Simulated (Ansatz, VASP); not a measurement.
**Ta2NbN3: VASP beside Ansatz**

```
CELL_PARAMETERS angstrom
5.21820 0.00000 0.00000
-2.60910 4.51910 0.00000
0.00000 0.00000 2.93043
ATOMIC_POSITIONS crystal
Ta 0.33333 0.66667 0.50000
Ta 0.66667 0.33333 0.50000
Nb 0.00000 0.00000 0.00000
N 0.39527 0.00000 0.00000
N 0.00000 0.39527 0.00000
N 0.60473 0.60473 0.00000
```

Alike in both runs: functional PBE; k mesh 3 × 3 × 4; occupations gaussian, width 0.15 eV; no spin polarisation.

Ansatz relaxed the structure, and its values are those at the end. VASP's run is a single point on that final structure, the one shown.

|  | VASP | Ansatz |
| --- | --- | --- |
| version | VASP 6.6.1 | Ansatz 0.2.0 |
| potentials or method | VASP PAW PBE potentials, release 64 (Ta_sv_GW, Nb_sv, N), cutoff 700 eV | scalar-relativistic, plane waves, PAW |
| valence electrons in the cell | 54 | 54 |

Ansatz gave:

```
gap on the k mesh at the Fermi level (eV) : none
pressure (GPa)                            : 0.1
rms of the force components (eV/Å)        : 0.000
```

Q: What did VASP give for the same quantities?

A: gap on the k mesh at the Fermi level (eV): none; pressure (GPa): 0.0; rms of the force components (eV/Å): 0.011.

A gap of «none» marks a metal or a gap that the smearing closes.

The k mesh is coarse, so the values compare programs but aren't converged. Spin-orbit coupling is off throughout.
